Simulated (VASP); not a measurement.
Input of a VASP 6.6.1 run:

INCAR

```
SYSTEM = TaN
  PREC = Accurate
  ENCUT = 520
  EDIFF = 1E-6
  ISMEAR = -1
  SIGMA = 0.0816
  LREAL = .FALSE.
  LASPH = .TRUE.
  NELM = 120
  ALGO = Normal
  ISIF = 2
  LWAVE = .FALSE.
  LCHARG = .TRUE.
  GGA = PE
  LELF = .TRUE.
  LVHAR = .TRUE.
  NBANDS = 15
  GGA_COMPAT = .FALSE.
```

The input KPOINTS:

```
regular mesh
0
G
  10 10 10
  0 0 0
```

Contents of POSCAR:

```
TaN
1.0
    0.0000000000      2.2230000000      2.2230000000
    2.2230000000      0.0000000000      2.2230000000
    2.2230000000      2.2230000000      0.0000000000
Ta N
1 1
Direct
    0.0000000000      0.0000000000      0.0000000000
    0.5000000000      0.5000000000      0.5000000000
```

Potentials or basis: VASP PAW PBE potentials, release 64 (Ta_pv, N).

Command:

```console
$ cat potpaw_PBE.64/Ta_pv/POTCAR potpaw_PBE.64/N/POTCAR > POTCAR
$ mpirun -np 1 vasp_std > vasp.out
```

What does it give for the pressure?

-5.5 GPa.

Predict the band gap on the k mesh.

zero (band 8 reaches 10.97 eV, above the bottom of band 9 at 7.16 eV).

Caveat: spin-orbit coupling is left out, which moves the levels of the heavy elements.
